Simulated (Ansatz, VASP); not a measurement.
**Two plane-wave programs on Si4P**

```
CELL_PARAMETERS angstrom
-2.77619 2.77619 2.77619
2.77619 -2.77619 2.77619
2.77619 2.77619 -2.77619
ATOMIC_POSITIONS crystal
Si 0.50000 0.50000 0.50000
Si 0.50000 0.00000 0.00000
Si 0.00000 0.00000 0.50000
Si 0.00000 0.50000 0.00000
P 0.00000 0.00000 0.00000
```

Change from the starting cell: species swapped into the Hg4Pt type (Im-3m, No. 229).

Alike in both runs: task relaxation of cell and atoms; functional PBE; k mesh 10 × 10 × 10; occupations gaussian, width 0.1 eV; no spin polarisation.

|  | VASP | Ansatz |
| --- | --- | --- |
| version | VASP 6.6.1 | Ansatz 0.2.0 |
| potentials or method | VASP PAW PBE potentials, release 64 (Si, P), cutoff 600 eV | scalar-relativistic, plane waves, PAW |
| valence electrons in the cell | 21 | 21 |

```tsv
	VASP	Ansatz	Ansatz less VASP
gap on the k mesh at the Fermi level, each at its own relaxed structure (eV)	none	none	-
relaxed volume (Å³/atom)	16.91	16.94	+0.031
relaxed cell length with the largest relative difference (Å)	4.789	4.792	+0.0030
```

A gap of «none» marks a metal or a gap that the smearing closes.
